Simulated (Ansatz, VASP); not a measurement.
# ZnCu in VASP and in Ansatz

```
CELL_PARAMETERS angstrom
3.01895 0.33901 0.33901
0.33901 3.01895 0.33901
0.33901 0.33901 3.01895
ATOMIC_POSITIONS crystal
Zn 0.50000 0.50000 0.50000
Cu 0.00000 0.00000 0.00000
```

Alike in both runs: task single point; functional PBEsol; k mesh 18 × 18 × 18; occupations gaussian, width 0.15 eV; no spin polarisation.

|  | VASP | Ansatz |
| --- | --- | --- |
| version | VASP 6.6.1 | Ansatz 0.2.0 |
| potentials or method | VASP PAW PBE potentials, release 64 (Zn, Cu), cutoff 520 eV | scalar-relativistic, plane waves, PAW |
| valence electrons in the cell | 23 | 31 |

|  | VASP | Ansatz | Ansatz less VASP |
| --- | --- | --- | --- |
| gap on the k mesh at the Fermi level (eV) | none | none | - |
| pressure (GPa) | 0.8 | 0.1 | -0.69 |
| traceless stress, the component that is largest in VASP (GPa) | -5.92 | -5.84 | +0.085 |

VASP's potentials were made for PBE, not for PBEsol. A gap of «none» marks a metal or a gap that the smearing closes. VASP's potentials hold 23 valence electrons a cell and Ansatz's 31, so a difference there can come from the potentials and not from the codes.
